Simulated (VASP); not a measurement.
Runs of VASP 6.6.1 on Si. The structure is that of space group P6/mmm (No. 191), or close to it. The cells are those of the table. 

```csv
task,cell,k mesh,cutoff (eV),gap on the mesh (eV),pressure (GPa)
single point,"a = 4.297, b = 4.297, c = 2.464 Å, angles 90.0, 90.0, 120.0°, 3 atoms",11 × 11 × 16,520,none,10.2
single point,"a = 4.533, b = 4.533, c = 2.600 Å, angles 90.0, 90.0, 120.0°, 3 atoms",11 × 11 × 16,520,none,-6.6
single point,"a = 4.418, b = 4.418, c = 2.534 Å, angles 90.0, 90.0, 120.0°, 3 atoms",8 × 8 × 12,520,none,0.1
single point,"a = 4.358, b = 4.358, c = 2.500 Å, angles 90.0, 90.0, 120.0°, 3 atoms",11 × 11 × 16,520,none,(a)
relaxation of cell and atoms,"relaxed from a = 4.394, b = 4.394, c = 2.694 Å, angles 90.0, 90.0, 120.0°, 3 atoms",8 × 8 × 12,600,none,0.0
single point,"a = 4.418, b = 4.418, c = 2.534 Å, angles 90.0, 90.0, 120.0°, 3 atoms",11 × 11 × 16,520,none,0.1
single point,"a = 4.476, b = 4.476, c = 2.567 Å, angles 90.0, 90.0, 120.0°, 3 atoms",11 × 11 × 16,520,none,-3.6
```

Alike in all rows: level LDA; potentials or basis VASP PAW LDA potentials, release 64 (Si); no spin polarisation; smearing fermi-dirac 0.1 eV.

Estimate the missing entries.

(a) 4.6.

A gap of «none» marks levels without a gap at the run's occupations.
